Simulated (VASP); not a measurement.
# Ir (Pm-3m) in VASP: notebook

Ir is run at these levels: PBE; tasks: single point, relaxation of cell and atoms.

Everything below comes from runs of VASP 6.6.1. Logs are shortened: lines on timing, memory, paths and dates and some standing lists are left out, and cuts for length are marked.

## 1. The cell of the first run

The structure is cubic, space group Pm-3m (No. 221). Conventional cell: a = 2.571 Å, b = 2.571 Å, c = 2.571 Å, α = 90.00°, β = 90.00°, γ = 90.00°. Within 3.4 Å of Ir (site symmetry m-3m) lie 6 Ir at 2.57 Å.

## 2. Single point, PBE

INCAR reads:

```
PREC     = Accurate       # precision mode
ENCUT    = 520            # plane-wave cutoff, eV
EDIFF    = 1E-7           # SCF threshold, eV
ISMEAR   = 0              # smearing method
SIGMA    = 0.1            # smearing width, eV
LREAL    = F              # projectors in reciprocal space
LASPH    = T              # aspherical terms in the spheres
NELM     = 60             # most SCF steps
ALGO     = Fast           # electronic algorithm
ISIF     = 2              # what is computed and relaxed
LWAVE    = F              # write WAVECAR
LCHARG   = F              # write CHGCAR
GGA      = PE             # functional
NBANDS   = 10             # bands
```

KPOINTS reads:

```
Automatic mesh
0
Gamma
  22 22 22
```

POSCAR reads:

```
Ir
1.0
    2.5706844169      0.0000000000      0.0000000000
    0.0000000000      2.5706844169      0.0000000000
    0.0000000000      0.0000000000      2.5706844169
Ir
1
Direct
    0.0000000000      0.0000000000      0.0000000000
```

Potentials or basis: VASP PAW PBE potentials, release 64 (Ir).

Launch:

```console
$ cat potpaw_PBE.64/Ir/POTCAR > POTCAR
$ mpirun -np 1 vasp_std > vasp.out
```

OUTCAR:

```text
PREC = Accurate
   ENCUT = 520
   EDIFF = 1E-7
   ISMEAR = 0
   LREAL = F
   LASPH = T
   NELM = 60
   ISIF = 2
   GGA = PE

 ion  position               nearest neighbor table
   1  0.000  0.000  0.000-

  LATTYP: Found a simple cubic cell.
 ALAT       =     2.5706844169

  Lattice vectors:

 A1 = (   2.5706844169,   0.0000000000,   0.0000000000)
 A2 = (   0.0000000000,   2.5706844169,   0.0000000000)
 A3 = (   0.0000000000,   0.0000000000,   2.5706844169)

Analysis of symmetry for initial positions (statically):
=====================================================================
 Subroutine PRICEL returns:
 Original cell was already a primitive cell.

 Routine SETGRP: Setting up the symmetry group for a
 simple cubic supercell.

 Subroutine GETGRP returns: Found 48 space group operations
 (whereof 48 operations were pure point group operations)
 out of a pool of 48 trial point group operations.

The static configuration has the point symmetry O_h .

Analysis of symmetry for dynamics (positions and initial velocities):
=====================================================================
 Subroutine PRICEL returns:
 Original cell was already a primitive cell.

 Routine SETGRP: Setting up the symmetry group for a
 simple cubic supercell.

 Subroutine GETGRP returns: Found 48 space group operations
 (whereof 48 operations were pure point group operations)
 out of a pool of 48 trial point group operations.

The dynamic configuration has the point symmetry O_h .

 Subroutine INISYM returns: Found 48 space group operations
 (whereof 48 operations are pure point group operations),
 and found     1 'primitive' translations

----------------------------------------------------------------------------------------

                                     Primitive cell

  volume of cell :      16.9882

  direct lattice vectors                    reciprocal lattice vectors
     2.570684417  0.000000000  0.000000000     0.389001463  0.000000000  0.000000000
     0.000000000  2.570684417  0.000000000     0.000000000  0.389001463  0.000000000
     0.000000000  0.000000000  2.570684417     0.000000000  0.000000000  0.389001463

  length of vectors
     2.570684417  2.570684417  2.570684417     0.389001463  0.389001463  0.389001463

  position of ions in fractional coordinates (direct lattice)
     0.000000000  0.000000000  0.000000000

  ion indices of the primitive-cell ions
   primitive index   ion index
                 1           1

----------------------------------------------------------------------------------------

 KPOINTS: Automatic mesh

Automatic generation of k-mesh.
 Grid dimensions read from file:
 generate k-points for:   22   22   22

 Generating k-lattice:

  Cartesian coordinates                     Fractional coordinates (reciprocal lattice)
     0.017681885  0.000000000  0.000000000     0.045454545  0.000000000  0.000000000
     0.000000000  0.017681885  0.000000000     0.000000000  0.045454545  0.000000000
     0.000000000  0.000000000  0.017681885     0.000000000  0.000000000  0.045454545

  Length of vectors
     0.017681885  0.017681885  0.017681885

  Shift w.r.t. Gamma in fractional coordinates (k-lattice)
     0.000000000  0.000000000  0.000000000

 Subroutine IBZKPT returns following result:
 ===========================================

 Found    364 irreducible k-points:

 Following reciprocal coordinates:
            Coordinates               Weight
  0.000000  0.000000  0.000000      1.000000
  0.045455  0.000000  0.000000      6.000000
  0.090909  0.000000  0.000000      6.000000
  0.136364  0.000000  0.000000      6.000000
  0.181818  0.000000  0.000000      6.000000
  0.227273  0.000000  0.000000      6.000000
[... 16 lines left out ...]
  0.500000  0.045455  0.000000     12.000000
  0.090909  0.090909  0.000000     12.000000
 [... further k-points ...]
   k-points           NKPTS =    364   k-points in BZ     NKDIM =    364   number of bands    NBANDS=     10
   number of dos      NEDOS =    301   number of ions     NIONS =      1
   total plane-waves  NPLWV =   8000
   dimension x,y,z NGX =    20 NGY =   20 NGZ =   20
   dimension x,y,z NGXF=    40 NGYF=   40 NGZF=   40
   ions per type =               1
   NGX,Y,Z   is equivalent  to a cutoff of  12.93, 12.93, 12.93 a.u.
   NGXF,Y,Z  is equivalent  to a cutoff of  25.87, 25.87, 25.87 a.u.
 SYSTEM =  unknown system
   PREC   = accura    normal or accurate (medium, high low for compatibility)
   ISTART =      0    job   : 0-new  1-cont  2-samecut
   ICHARG =      2    charge: 1-file 2-atom 10-const
   ISPIN  =      1    spin polarized calculation?
   LNONCOLLINEAR =      F non collinear calculations
   LSORBIT =      F    spin-orbit coupling
   LASPH  =      T    aspherical Exc in radial PAW
   ENCUT  =  520.0 eV  38.22 Ry    6.18 a.u.   4.78  4.78  4.78*2*pi/ulx,y,z
   NELM   =     60;   NELMIN=  2; NELMDL= -5     # of ELM steps
   EDIFF  = 0.1E-06   stopping-criterion for ELM
   LREAL  =      F    real-space projection
   EDIFFG = 0.1E-05   stopping-criterion for IOM
   NSW    =      0    number of steps for IOM
   IBRION =     -1    ionic relax: 0-MD 1-quasi-New 2-CG
   NFREE  =      0    steps in history (QN), initial steepest desc. (CG)
   ISIF   =      2    stress and relaxation
   ISYM   =      2    0-nonsym 1-usesym 2-fastsym
   POTIM  = 0.5000    time-step for ionic-motion
   TEBEG  =    0.0;   TEEND  =   0.0 temperature during run
   PSTRESS=    0.0 pullay stress
   NELECT =       9.0000    total number of electrons
   NUPDOWN=      -1.0000    fix difference up-down
   EMIN   =  10.00;   EMAX   =-10.00  energy-range for DOS
   EFERMI =   0.00;   METHOD = LEGACY
   ISMEAR =     0;   SIGMA  =   0.10  broadening in eV -4-tet -1-fermi 0-gaus
   EFERMI_NEDOS =   21; number of points for ismear=-14 and -15
   IALGO  =     68    algorithm
   IMIX   =      4    mixing-type and parameters
     AMIX     =   0.40;   BMIX     =  1.00
     AMIX_MAG =   1.60;   BMIX_MAG =  1.00
  volume/ion in A,a.u.               =      16.99       114.64
  Fermi-wavevector in a.u.,A,eV,Ry     =   1.324668  2.503259 23.874744  1.754744
  Thomas-Fermi vector in A             =   2.454185
   LORBIT       =      0    0 simple, 1 ext, 2 COOP (PROOUT), +10 PAW based schemes
   GGA     = PE    functional components
   LHFCALC =     F    Hartree Fock is set to
   AEXX    =    0.0000 exact exchange contribution
   IVDW    =     0    specifies the selected vdW correction
   LEPSILON=     F    determine dielectric tensor
   LRPA    =     F    only Hartree local field effects (RPA)
 non-spin polarized calculation
 RMM-DIIS sequential band-by-band and
 Gauss-broadening in eV      SIGMA  =   0.10
  energy-cutoff  :      520.00
  volume of cell :       16.99
 maximum number of plane-waves:       480
 NGX is ok and might be reduce to    20
   NGX =  9   NGY =  9   NGZ =  9

 number of electron       9.0000000 magnetization

 Free energy of the ion-electron system (eV)
  ---------------------------------------------------
  ext. energy  EPLUGINS =         0.00000000
  ---------------------------------------------------
  free energy    TOTEN  =        -7.86092888 eV

  energy without entropy =       -7.85219248  energy(sigma->0) =       -7.85656068

 E-fermi :   7.4217     XC(G=0): -12.7479

 val. band max:        7.4136922147   @ k =   0.3636   0.2273   0.0909
 cond. band min:       7.4240447126   @ k =   0.4091   0.4091   0.3182
 fundamental gap:      0.0103524979
 Fermi energy:         7.4217439085

 k-point     1 :       0.0000    0.0000    0.0000
  band No.  band energies     occupation
      1      -1.6580      2.00000
      2       1.5025      2.00000
      3       1.5025      2.00000
      4       8.7081      0.00000
      5       8.7081      0.00000
      6       8.7081      0.00000
      7      23.0110      0.00000
      8      23.0110      0.00000
      9      23.0110      0.00000
     10      28.9328      0.00000

 k-point     2 :       0.0455    0.0000    0.0000
  band No.  band energies     occupation
      1      -1.5935      2.00000
      2       1.5159      2.00000
      3       1.5638      2.00000
      4       8.6369      0.00000
      5       8.6369      0.00000
      6       8.7134      0.00000
      7      22.5560      0.00000
      8      23.1323      0.00000
      9      23.1323      0.00000
     10      29.2610      0.00000

 k-point     3 :       0.0909    0.0000    0.0000
  band No.  band energies     occupation
      1      -1.4067      2.00000
      2       1.5552      2.00000
      3       1.7497      2.00000
      4       8.4347      0.00000
      5       8.4347      0.00000
      6       8.7292      0.00000
      7      21.4871      0.00000
      8      23.4832      0.00000
      9      23.4832      0.00000
     10      29.8156      0.00000

 k-point     4 :       0.1364    0.0000    0.0000
  band No.  band energies     occupation
      1      -1.1172      2.00000
      2       1.6179      2.00000
      3       2.0650      2.00000
      4       8.1315      0.00000
      5       8.1315      0.00000
      6       8.7541      0.00000
      7      20.1944      0.00000
      8      24.0282      0.00000
      9      24.0282      0.00000
     10      29.1220      0.00000

 k-point     5 :       0.1818    0.0000    0.0000
  band No.  band energies     occupation
      1      -0.7545      2.00000
      2       1.6997      2.00000
      3       2.5136      2.00000
      4       7.7662      0.00000
      5       7.7662      0.00000
      6       8.7863      0.00000
      7      18.8692      0.00000
      8      24.7204      0.00000
      9      24.7204      0.00000
     10      28.0038      0.00000

 k-point     6 :       0.2273    0.0000    0.0000
  band No.  band energies     occupation
      1      -0.3527      2.00000
      2       1.7950      2.00000
      3       3.0917      2.00000
      4       7.3773      1.47036
      5       7.3773      1.47036
      6       8.8233      0.00000
      7      17.5972      0.00000
      8      25.5107      0.00000
      9      25.5107      0.00000
     10      26.9640      0.00000
[... 183 lines left out ...]
 k-point    21 :       0.4091    0.0455    0.0000
  band No.  band energies     occupation
      1       1.1243      2.00000
      2       2.2094      2.00000
      3       5.4495      2.00000
      4       6.1680      2.00000
      5       6.6098      2.00000
      6       8.8961      0.00000
      7      13.8947      0.00000
      8      24.2069      0.00000
      9      27.5745      0.00000
     10      28.9423      0.00000

 k-point    22 :       0.4545    0.0455    0.0000
  band No.  band energies     occupation
      1       1.3015      2.00000
      2       2.2559      2.00000
      3       5.4920      2.00000
      4       6.0367      2.00000
      5       6.9066      2.00000
      6       8.9130      0.00000
      7      13.4457      0.00000
      8      23.9370      0.00000
      9      27.5530      0.00000
     10      28.9238      0.00000

 k-point    23 :       0.5000    0.0455    0.0000
  band No.  band energies     occupation
      1       1.3632      2.00000
      2       2.2720      2.00000
      3       5.4834      2.00000
      4       5.9922      2.00000
      5       7.0425      2.00000
      6       8.9188      0.00000
      7      13.2881      0.00000
      8      23.8457      0.00000
      9      27.4657      0.00000
     10      28.9565      0.00000

 k-point    24 :       0.0909    0.0909    0.0000
  band No.  band energies     occupation
      1      -1.1524      2.00000
      2       1.7075      2.00000
      3       1.8938      2.00000
      4       8.1469      0.00000
      5       8.4107      0.00000
      6       8.5070      0.00000
      7      21.6396      0.00000
      8      22.2262      0.00000
      9      23.9586      0.00000
     10      29.7764      0.00000

 [... further k-points ...]
[... 5 lines left out ...]
  --------------------------------------------------------------------------------------
  -------------------------------------------------------------------------------------
  Total        0.0140397      0.0140397      0.0140397      0.0000000      0.0000000      0.0000000
  in kB        1.3241015      1.3241015      1.3241015      0.0000000      0.0000000      0.0000000
  external PRESSURE =       1.3241015 kB  Pullay stress =       0.0000000 kB

 VOLUME and BASIS-vectors are now :
 -----------------------------------------------------------------------------
  energy-cutoff  :      520.00
  volume of cell :       16.99
      direct lattice vectors                 reciprocal lattice vectors
     2.570684417  0.000000000  0.000000000     0.389001463  0.000000000  0.000000000
     0.000000000  2.570684417  0.000000000     0.000000000  0.389001463  0.000000000
     0.000000000  0.000000000  2.570684417     0.000000000  0.000000000  0.389001463

 POSITION                                       TOTAL-FORCE (eV/Angst)
 -----------------------------------------------------------------------------------
      0.00000      0.00000      0.00000         0.000000      0.000000      0.000000
 -----------------------------------------------------------------------------------
    total drift:                               -0.000000      0.000000      0.000000

  FREE ENERGIE OF THE ION-ELECTRON SYSTEM (eV)
  ---------------------------------------------------
  free  energy   TOTEN  =        -7.8609288849 eV

  energy  without entropy=       -7.8521924798  energy(sigma->0) =       -7.85656068
```

It took 35 s on 1 thread of Intel Xeon Platinum 8375C at 2.90GHz (Ice Lake), shared host; peak memory 0.18 GiB.

What came out:

* Free energy: -7.8609 eV
* Pressure: 0.1 GPa

Levels at points of the mesh, in eV from the Fermi level:
| k point | band 2 | band 3 | band 4 | band 5 | band 6 | band 7 |
| --- | --- | --- | --- | --- | --- | --- |
| (0.00, 0.00, 0.00) | -5.92 | -5.92 | 1.29 | 1.29 | 1.29 | 15.59 |
| (0.50, 0.00, 0.00) | -5.20 | -1.44 | -1.44 | -0.88 | 1.56 | 5.86 |
| (0.50, 0.50, 0.00) | -4.67 | -0.92 | -0.92 | 3.32 | 4.52 | 4.52 |
| (0.50, 0.50, 0.50) | -5.11 | -5.11 | 3.51 | 3.51 | 9.32 | 10.74 |

Caveat: spin-orbit coupling is left out, which moves the levels of the heavy elements.

## 3. Relaxation of cell and atoms, PBE

This run uses another cell than the first one, of 16.92 Å³/atom, 0.996 times its volume.

INCAR reads:

```
SYSTEM = Ir
ALGO     = Normal         ! electronic algorithm
EDIFF    = 1E-6           ! SCF threshold, eV
EDIFFG   = -0.01          ! ionic threshold
ENCUT    = 600            ! plane-wave cutoff, eV
GGA      = PE             ! functional
IBRION   = 2              ! ionic algorithm
ISIF     = 3              ! what is computed and relaxed
ISMEAR   = 0              ! smearing method
LASPH    = .TRUE.         ! aspherical terms in the spheres
LCHARG   = .FALSE.        ! write CHGCAR
LREAL    = .FALSE.        ! projectors in reciprocal space
LWAVE    = .FALSE.        ! write WAVECAR
NELM     = 80             ! most SCF steps
NSW      = 100            ! ionic steps
PREC     = Accurate       ! precision mode
SIGMA    = 0.1            ! smearing width, eV
```

KPOINTS reads:

```
k-points
0
G
  22 22 22
  0 0 0
```

POSCAR reads:

```
Ir
1.0
    2.5671240081      0.0000000000      0.0000000000
    0.0000000000      2.5671240081      0.0000000000
    0.0000000000      0.0000000000      2.5671240081
Ir
1
Direct
    0.0000000000      0.0000000000      0.0000000000
```

Potentials or basis: VASP PAW PBE potentials, release 64 (Ir).

Launch:

```console
$ cat potpaw_PBE.64/Ir/POTCAR > POTCAR
$ mpirun -np 1 vasp_std > vasp.out
```

Wall time 42 s (1 thread of Intel Xeon Platinum 8375C at 2.90GHz (Ice Lake), shared host); peak memory 0.2 GiB.

The run converged. Its results:

```
Free energy                            : -7.8611 eV
Relaxed volume                         : 17.00 Å³/atom
Relaxed cell                           : a = 2.571 Å, b = 2.571 Å, c = 2.571 Å, α = 90.00°, β = 90.00°, γ = 90.00°
Space group after relaxing (to 0.05 Å) : Pm-3m (No. 221)
Energy gained by relaxing              : 0.3 meV/atom
Ionic steps                            : 3
Pressure after relaxing                : 0.0 GPa
```

Step by step:
| step | energy change (eV) | largest force (eV/Å) | pressure (GPa) | volume (Å³) |
| --- | --- | --- | --- | --- |
| 1 | 0.0000 | 0.0000 | 1.20 | 16.92 |
| 2 | 0.0019 | 0.0000 | -3.15 | 17.23 |
| 3 | -0.0003 | 0.0000 | -0.02 | 17.00 |

Final structure:
```xyz
1
Lattice="2.5714 0.0000 0.0000 0.0000 2.5714 0.0000 0.0000 0.0000 2.5714" Properties=species:S:1:pos:R:3 pbc="T T T"
Ir    0.0000    0.0000    0.0000
```

Levels at points of the mesh, in eV from the Fermi level:
| k point | band 2 | band 3 | band 4 | band 5 | band 6 | band 7 |
| --- | --- | --- | --- | --- | --- | --- |
| (0.00, 0.00, 0.00) | -5.91 | -5.91 | 1.28 | 1.28 | 1.28 | 15.58 |
| (0.50, 0.00, 0.00) | -5.20 | -1.44 | -1.44 | -0.87 | 1.56 | 5.86 |
| (0.50, 0.50, 0.00) | -4.66 | -0.92 | -0.92 | 3.32 | 4.52 | 4.52 |
| (0.50, 0.50, 0.50) | -5.10 | -5.10 | 3.51 | 3.51 | 9.33 | 10.73 |

Caveat: spin-orbit coupling is left out, which moves the levels of the heavy elements.
